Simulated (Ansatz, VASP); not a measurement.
# Two plane-wave programs on InAuC4N4

```xyz
10
Lattice="6.3674 0.0000 0.0000 0.0000 6.3674 0.0000 0.0000 0.0000 6.3674" Properties=species:S:1:pos:R:3 pbc="T T T"
In    0.0000    0.0000    0.0000
C     1.2468    1.2468    1.2468
C     1.2468    5.1206    5.1206
C     5.1206    1.2468    5.1206
C     5.1206    5.1206    1.2468
Au    3.1837    3.1837    3.1837
N     1.9179    1.9179    1.9179
N     1.9179    4.4494    4.4494
N     4.4494    1.9179    4.4494
N     4.4494    4.4494    1.9179
```

Alike in both runs: task relaxation of cell and atoms; functional PBE; k mesh 4 × 4 × 4; occupations gaussian, width 0.02 eV; no spin polarisation.

|  | VASP | Ansatz |
| --- | --- | --- |
| version | VASP 6.6.1 | Ansatz 0.2.0 |
| potentials or method | VASP PAW PBE potentials, release 64 (In_d, C, Au, N), cutoff 600 eV | scalar-relativistic, plane waves, PAW |
| valence electrons in the cell | 60 | 68 |

|  | VASP | Ansatz | Ansatz less VASP |
| --- | --- | --- | --- |
| gap on the k mesh at the Fermi level, each at its own relaxed structure (eV) | 3.68 | 3.69 | +0.013 |
| relaxed volume (Å³/atom) | 25.85 | 25.90 | +0.057 |
| relaxed cell length with the largest relative difference (Å) | 6.370 | 6.375 | +0.0047 |

VASP's potentials hold 60 valence electrons a cell and Ansatz's 68, so a difference there can come from the potentials and not from the codes.

Spin-orbit coupling is off throughout. Noted on VASP's run: the standard files for N, O and F lose accuracy on very short bonds.
